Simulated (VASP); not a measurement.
# BeS (Fm-3m) in VASP: a series of runs

Runs on BeS. Level: PBE. Tasks: G0W0 quasiparticle levels.

Program: VASP 6.6.1. These are calculated values, not measurements. Logs are shortened: lines on timing, memory, paths and dates and some standing lists are left out, and cuts for length are marked.

### Step 1. The cell of the first run

Symmetry: Fm-3m, No. 225, cubic system. Conventional cell: a = 4.635 Å, b = 4.635 Å, c = 4.635 Å, α = 90.00°, β = 90.00°, γ = 90.00°. Be (site symmetry m-3m) has 6 S at 2.32 Å within 3.1 Å. S (site symmetry m-3m) has 6 Be at 2.32 Å within 3.1 Å.

### Step 2. G0W0 quasiparticle levels, PBE

POSCAR reads:

```
BeS
1.0
    0.0000000000      2.3172972170      2.3172972170
    2.3172972170      0.0000000000      2.3172972170
    2.3172972170      2.3172972170      0.0000000000
Be S
1 1
Direct
    0.0000000000      0.0000000000      0.0000000000
    0.5000000000      0.5000000000      0.5000000000
```

INCAR.step1 reads:

```
PREC = Accurate
ENCUT = 500
EDIFF = 1E-8
ISMEAR = 0
SIGMA = 0.01
LREAL = False
LASPH = True
NELM = 100
ALGO = Normal
LWAVE = True
LCHARG = False
GGA = PE
```

INCAR.step2 reads:

```
PREC = Accurate
ENCUT = 500
EDIFF = 1E-8
ISMEAR = 0
SIGMA = 0.01
LREAL = False
LASPH = True
NELM = 1
ALGO = Exact
LWAVE = True
LCHARG = False
GGA = PE
NBANDS = 60
LOPTICS = True
ISTART = 1
```

INCAR.step3 reads:

```
PREC = Accurate
ENCUT = 500
EDIFF = 1E-8
ISMEAR = 0
SIGMA = 0.01
LREAL = False
LASPH = True
ALGO = EVGW0
LWAVE = False
LCHARG = False
GGA = PE
NELMGW = 1
NBANDS = 60
ENCUTGW = 100.0
NOMEGA = 96
PRECFOCK = Fast
ISTART = 1
NBANDSGW = 12
OMEGAMAX = 30
```

KPOINTS reads:

```
Automatic mesh
0
Gamma
  6 6 6
```

Potentials or basis: VASP PAW PBE potentials, release 64 (Be_GW, S_GW).

Command:

```console
> cat potpaw_PBE.64/Be_GW/POTCAR potpaw_PBE.64/S_GW/POTCAR > POTCAR
> cp INCAR.step1 INCAR
> mpirun -np 1 vasp_std > vasp.out
> cp INCAR.step2 INCAR
> mpirun -np 1 vasp_std > vasp.out
> cp INCAR.step3 INCAR
> mpirun -np 1 vasp_std > vasp.out
```

OUTCAR:

```text
PREC = Accurate
   ENCUT = 500
   EDIFF = 1E-8
   ISMEAR = 0
   LREAL = False
   LASPH = True
   GGA = PE
   NELMGW = 1
   ENCUTGW = 100.0
   PRECFOCK = Fast
   ISTART = 1

 ion  position               nearest neighbor table
   1  0.000  0.000  0.000-   2 2.32   2 2.32   2 2.32   2 2.32   2 2.32   2 2.32
   2  0.500  0.500  0.500-   1 2.32   1 2.32   1 2.32   1 2.32   1 2.32   1 2.32

  LATTYP: Found a face centered cubic cell.
 ALAT       =     4.6345944340

  Lattice vectors:

 A1 = (   0.0000000000,   2.3172972170,   2.3172972170)
 A2 = (   2.3172972170,   0.0000000000,   2.3172972170)
 A3 = (   2.3172972170,   2.3172972170,   0.0000000000)

Analysis of symmetry for initial positions (statically):
=====================================================================
 Subroutine PRICEL returns:
 Original cell was already a primitive cell.

 Routine SETGRP: Setting up the symmetry group for a
 face centered cubic supercell.

 Subroutine GETGRP returns: Found 48 space group operations
 (whereof 48 operations were pure point group operations)
 out of a pool of 48 trial point group operations.

The static configuration has the point symmetry O_h .

Analysis of symmetry for dynamics (positions and initial velocities):
=====================================================================
 Subroutine PRICEL returns:
 Original cell was already a primitive cell.

 Routine SETGRP: Setting up the symmetry group for a
 face centered cubic supercell.

 Subroutine GETGRP returns: Found 48 space group operations
 (whereof 48 operations were pure point group operations)
 out of a pool of 48 trial point group operations.

The dynamic configuration has the point symmetry O_h .

 Subroutine INISYM returns: Found 48 space group operations
 (whereof 48 operations are pure point group operations),
 and found     1 'primitive' translations

----------------------------------------------------------------------------------------

                                     Primitive cell

  volume of cell :      24.8872

  direct lattice vectors                    reciprocal lattice vectors
     0.000000000  2.317297217  2.317297217    -0.215768610  0.215768610  0.215768610
     2.317297217  0.000000000  2.317297217     0.215768610 -0.215768610  0.215768610
     2.317297217  2.317297217  0.000000000     0.215768610  0.215768610 -0.215768610

  length of vectors
     3.277153152  3.277153152  3.277153152     0.373722196  0.373722196  0.373722196

  position of ions in fractional coordinates (direct lattice)
     0.000000000  0.000000000  0.000000000
     0.500000000  0.500000000  0.500000000

  ion indices of the primitive-cell ions
   primitive index   ion index
                 1           1
                 2           2

----------------------------------------------------------------------------------------

 KPOINTS: Automatic mesh

Automatic generation of k-mesh.
 Grid dimensions read from file:
 generate k-points for:    6    6    6

 Generating k-lattice:

  Cartesian coordinates                     Fractional coordinates (reciprocal lattice)
    -0.035961435  0.035961435  0.035961435     0.166666667  0.000000000  0.000000000
     0.035961435 -0.035961435  0.035961435     0.000000000  0.166666667  0.000000000
     0.035961435  0.035961435 -0.035961435     0.000000000  0.000000000  0.166666667

  Length of vectors
     0.062287033  0.062287033  0.062287033

  Shift w.r.t. Gamma in fractional coordinates (k-lattice)
     0.000000000  0.000000000  0.000000000

 Subroutine IBZKPT returns following result:
 ===========================================

 Found     16 irreducible k-points:

 Following reciprocal coordinates:
            Coordinates               Weight
  0.000000  0.000000  0.000000      1.000000
  0.166667  0.000000  0.000000      8.000000
  0.333333  0.000000  0.000000      8.000000
  0.500000  0.000000  0.000000      4.000000
  0.166667  0.166667  0.000000      6.000000
  0.333333  0.166667  0.000000     24.000000
[... 8 lines left out ...]
 -0.333333  0.333333  0.166667     24.000000
 -0.333333  0.500000  0.166667     12.000000
   k-points           NKPTS =     16   k-points in BZ     NKDIM =    216   number of bands    NBANDS=     60
   number of dos      NEDOS =    301   number of ions     NIONS =      2
   total plane-waves  NPLWV =  13824
   dimension x,y,z NGX =    24 NGY =   24 NGZ =   24
   dimension x,y,z NGXF=    48 NGYF=   48 NGZF=   48
   ions per type =               1   1
   NGX,Y,Z   is equivalent  to a cutoff of  12.17, 12.17, 12.17 a.u.
   NGXF,Y,Z  is equivalent  to a cutoff of  24.35, 24.35, 24.35 a.u.
 SYSTEM =  unknown system
   PREC   = accura    normal or accurate (medium, high low for compatibility)
   ISTART =      1    job   : 0-new  1-cont  2-samecut
   ICHARG =      0    charge: 1-file 2-atom 10-const
   ISPIN  =      1    spin polarized calculation?
   LNONCOLLINEAR =      F non collinear calculations
   LSORBIT =      F    spin-orbit coupling
   LASPH  =      T    aspherical Exc in radial PAW
   ENCUT  =  500.0 eV  36.75 Ry    6.06 a.u.   5.98  5.98  5.98*2*pi/ulx,y,z
   NELM   =     60;   NELMIN=  2; NELMDL=  0     # of ELM steps
   EDIFF  = 0.1E-07   stopping-criterion for ELM
   LREAL  =      F    real-space projection
   EDIFFG = 0.1E-06   stopping-criterion for IOM
   NSW    =      0    number of steps for IOM
   IBRION =     -1    ionic relax: 0-MD 1-quasi-New 2-CG
   NFREE  =      0    steps in history (QN), initial steepest desc. (CG)
   ISIF   =      0    stress and relaxation
   ISYM   =      3    0-nonsym 1-usesym 2-fastsym
   POTIM  = 0.5000    time-step for ionic-motion
   TEBEG  =    0.0;   TEEND  =   0.0 temperature during run
   PSTRESS=    0.0 pullay stress
   NELECT =       8.0000    total number of electrons
   NUPDOWN=      -1.0000    fix difference up-down
   EMIN   =  10.00;   EMAX   =-10.00  energy-range for DOS
   EFERMI =   0.00;   METHOD = LEGACY
   ISMEAR =     0;   SIGMA  =   0.01  broadening in eV -4-tet -1-fermi 0-gaus
   EFERMI_NEDOS =   21; number of points for ismear=-14 and -15
   IALGO  =     38    algorithm
   IMIX   =      4    mixing-type and parameters
     AMIX     =   0.40;   BMIX     =  1.00
     AMIX_MAG =   1.60;   BMIX_MAG =  1.00
  volume/ion in A,a.u.               =      12.44        83.97
  Fermi-wavevector in a.u.,A,eV,Ry     =   1.121450  2.119232 17.111356  1.257649
  Thomas-Fermi vector in A             =   2.258103
   LORBIT       =      0    0 simple, 1 ext, 2 COOP (PROOUT), +10 PAW based schemes
   GGA     = PE    functional components
   LHFCALC =     T    Hartree Fock is set to
   PRECFOCK=fast      Normal, Fast or Accurate (Low or Medium for compatibility)
   ENCUT4O =  -1.0   cutoff for four orbital integrals eV
   NKREDX  =     1    reduce k-point grid by
   NKREDY  =     1    reduce k-point grid by
   NKREDZ  =     1    reduce k-point grid by
   AEXX    =    1.0000 exact exchange contribution
   HFSCREEN=    0.0000 screening length (either q_TF or 0.3 A-1)
   HFSCREENC=   0.0000 screening length for correlation (either q_TF or 0.3 A-1)
   ENCUTFOCK=  -1.0 apply spherical cutoff to Coloumb kernel
   IVDW    =     0    specifies the selected vdW correction
   LEPSILON=     F    determine dielectric tensor
   LRPA    =     F    only Hartree local field effects (RPA)
   LRPAFORCE           =     F    calculate RPA forces
   ENCUTGW             = 100.0    cutoff for response function in eV
   ENCUTGWSOFT         =  80.0    soft cutoff for Coulomb kernel in GW response function in eV
   ENCUTLF             =  -1.0    cutoff for local field effects
   NELMGW              =     1    number of iterations in solving QP/BSE equation
   NELMHF              =     1    number of iterations in the inner HF iteration
   NKREDLFX            =     1    NKREDLFY  =   1   NKREDLFZ  =   1
 non-spin polarized calculation
 Gauss-broadening in eV      SIGMA  =   0.01
  energy-cutoff  :      500.00
  volume of cell :       24.89
 maximum number of plane-waves:       641
  NGX = 14; NGY = 14; NGZ = 14
   NGX = 11   NGY = 11   NGZ = 11
 maximum number of plane-waves:        64
 NGX is ok and might be reduce to    14

 QP shifts <psi_nk| G(iteration)W_0 |psi_nk>: iteration 1
 for sc-GW calculations column KS-energies equals QP-energies in previous step
 and V_xc(KS)=  KS-energies - (<T + V_ion + V_H > + <T+V_H+V_ion>^1  + <V_x>^1)

 k-point   1 :       0.0000    0.0000    0.0000
  band No.  KS-energies  QP-energies   sigma(KS)   V_xc(KS)     V^pw_x(r,r')   Z            occupation Imag(sigma)

      1      -8.9317      -9.4878     -13.4617     -12.6605     -21.3340       0.6940       2.0000       1.5895
      2       5.8614       5.4502     -14.0254     -13.4927     -15.9374       0.7719       2.0000       0.0579
      3       5.8614       5.4502     -14.0254     -13.4927     -15.9374       0.7719       2.0000       0.0579
      4       5.8614       5.4502     -14.0254     -13.4927     -15.9374       0.7719       2.0000       0.0579
      5      11.4373      11.9316     -11.0754     -11.7176      -6.2628       0.7698       0.0000      -0.1150
      6      14.9105      15.4207     -10.2477     -10.8992      -5.2866       0.7832       0.0000      -0.1461
      7      14.9105      15.4207     -10.2477     -10.8992      -5.2866       0.7832       0.0000      -0.1461
      8      14.9105      15.4207     -10.2477     -10.8992      -5.2866       0.7832       0.0000      -0.1461
      9      15.7423      16.2106      -9.8236     -10.4569      -3.4152       0.7394       0.0000      -0.3630
     10      15.7423      16.2106      -9.8236     -10.4569      -3.4152       0.7394       0.0000      -0.3630
     11      15.7423      16.2106      -9.8236     -10.4569      -3.4152       0.7394       0.0000      -0.3630
     12      18.0853      18.7427     -11.2049     -12.0569      -5.4198       0.7717       0.0000      -0.4862

 k-point   2 :       0.1667    0.0000    0.0000
  band No.  KS-energies  QP-energies   sigma(KS)   V_xc(KS)     V^pw_x(r,r')   Z            occupation Imag(sigma)
[... 225 lines left out ...]
      1      -5.6079      -5.9554     -14.4768     -13.9964     -21.4679       0.7233       2.0000       1.0802
      2       0.0059      -0.6460     -12.4534     -11.5573     -16.2280       0.7275       2.0000       0.2555
      3       1.6679       1.0477     -12.7547     -11.9187     -15.8383       0.7420       2.0000       0.1520
      4       2.3756       1.7831     -12.7345     -11.9421     -15.4387       0.7477       2.0000       0.1207
      5       9.2766       9.6827     -10.6952     -11.2180      -6.5594       0.7767       0.0000      -0.0854
      6      13.0478      13.4721     -10.2338     -10.7731      -5.5028       0.7869       0.0000      -0.1138
      7      13.7700      14.3543     -10.7157     -11.4908      -5.1965       0.7539       0.0000      -0.2170
      8      17.6846      18.3529     -11.4017     -12.2867      -5.3845       0.7551       0.0000      -0.3280
      9      18.5486      19.1363     -10.5780     -11.3723      -3.6896       0.7398       0.0000      -0.5939
     10      20.7031      21.2808     -10.1126     -10.8690      -3.1805       0.7637       0.0000      -0.7624
     11      23.7281      24.5709     -11.9067     -13.0491      -4.7923       0.7378       0.0000      -0.6949
     12      24.7008      25.4869     -11.6310     -12.6641      -4.3191       0.7609       0.0000      -1.1703
```

It took 2.6 min on 1 thread of AMD EPYC 9R45 (Zen 5), shared host; peak memory 0.31 GiB.

What came out:

* Quasiparticle gap: 1.64 eV
* Least direct quasiparticle gap: 5.00 eV
* Band gap of the starting levels on the mesh: 0.97 eV
* Least direct gap of the starting levels on the mesh: 4.14 eV

Caveat: the k points lie up to 0.39 Å⁻¹ apart; bands, screening cutoff and mesh are small and nothing is extrapolated, so the quasiparticle values aren't converged; the structure was generated, so it needn't be the stable form of BeS.

[end of part 1 of 2]
